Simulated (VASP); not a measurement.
KF: single point with PBE

Crystal: KF.

```
K F
1.0
     3.25977   -0.02231    0.02324
    -0.02209    3.25917   -0.00761
     0.02311   -0.00765    3.25948
K F
1 1
Direct
  0.00023 0.99972 0.00009
  0.49977 0.50028 0.49991
```

```
Program                : VASP 6.6.1
Task                   : single point
Functional             : PBE
Potentials or basis    : VASP PAW PBE potentials, release 64 (K_sv, F)
Cutoff                 : 520 eV
k mesh                 : 8 × 8 × 8
Occupations            : gaussian, width 0.05 eV
Spin                   : no spin polarisation
Dipole correction      : no
Further INCAR settings : ALGO = Normal; EDIFF = 1e-06; NBANDS = 15
```

```json
{"Pressure": "0.0 GPa", "Band gap on the k mesh": "6.25 eV (least direct gap 6.30 eV)"}
```

Stress tensor (GPa, compression positive):
```
-0.02  0.06 -0.07
 0.06  0.00  0.01
-0.07  0.01 -0.01
```

Levels at points of the mesh, in eV from the valence-band top:
| k point | band 4 | band 5 | band 6 | band 7 | band 8 | band 9 | band 10 | band 11 | band 12 | band 13 |
| --- | --- | --- | --- | --- | --- | --- | --- | --- | --- | --- |
| (0.00, 0.00, 0.00) | -10.05 | -10.05 | -0.05 | -0.05 | -0.05 | 6.25 | 8.29 | 8.29 | 13.79 | 13.80 |
| (0.50, 0.00, 0.00) | -9.94 | -9.94 | -1.22 | -0.17 | -0.16 | 9.28 | 9.35 | 10.86 | 12.39 | 12.42 |
| (0.00, 0.50, 0.00) | -9.94 | -9.94 | -1.22 | -0.18 | -0.15 | 9.28 | 9.35 | 10.86 | 12.36 | 12.44 |
| (0.50, 0.50, 0.00) | -10.81 | -9.87 | -0.63 | -0.60 | 0.00 | 8.46 | 8.97 | 11.84 | 11.88 | 14.13 |
| (0.00, 0.00, 0.50) | -9.94 | -9.94 | -1.22 | -0.18 | -0.15 | 9.28 | 9.35 | 10.86 | 12.37 | 12.44 |
| (0.50, 0.00, 0.50) | -10.81 | -9.87 | -0.63 | -0.60 | 0.00 | 8.46 | 8.97 | 11.84 | 11.89 | 14.13 |
| (0.00, 0.50, 0.50) | -10.82 | -9.87 | -0.62 | -0.61 | 0.00 | 8.46 | 8.97 | 11.85 | 11.87 | 14.20 |
| (0.50, 0.50, 0.50) | -10.62 | -10.61 | -1.03 | -1.03 | -1.03 | 10.32 | 10.45 | 10.51 | 15.01 | 15.23 |

Wall time 25 s on 1 thread of Intel(R) Xeon(R) 6975P-C (Granite Rapids), on a shared host, peak memory 0.23 GiB.

A k mesh can miss the band edges.
